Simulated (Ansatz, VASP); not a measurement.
**Ru: VASP beside Ansatz**

```
CELL_PARAMETERS angstrom
2.76856 0.00000 0.00000
-1.38428 2.39765 0.00000
0.00000 0.00000 4.34433
ATOMIC_POSITIONS crystal
Ru 0.33333 0.66667 0.25000
Ru 0.66667 0.33333 0.75000
```

Alike in both runs: functional BLYP; k mesh 13 × 13 × 8; occupations fermi-dirac, width 0.05 eV; collinear spin.

Ansatz relaxed the structure, and its values are those at the end. VASP's run is a single point on that final structure, the one shown.

|  | VASP | Ansatz |
| --- | --- | --- |
| version | VASP 6.6.1 | Ansatz 0.2.0 |
| potentials or method | VASP PAW PBE potentials, release 64 (Ru_pv), cutoff 520 eV | plane waves (420 eV) with PAW, scalar-relativistic |
| valence electrons in the cell | 28 | 32 |

VASP gave:

```
pressure (GPa)           : 0.7
net moment per atom (μB) : 0.00
```

Q: What did Ansatz give for the same quantities?

A: Pressure (GPa): 0.0; net moment per atom (μB): 0.00.

VASP's potentials were made for PBE, not for BLYP. VASP's potentials hold 28 valence electrons a cell and Ansatz's 32, so a difference there can come from the potentials and not from the codes. Ansatz's warnings: seeded moment not kept.
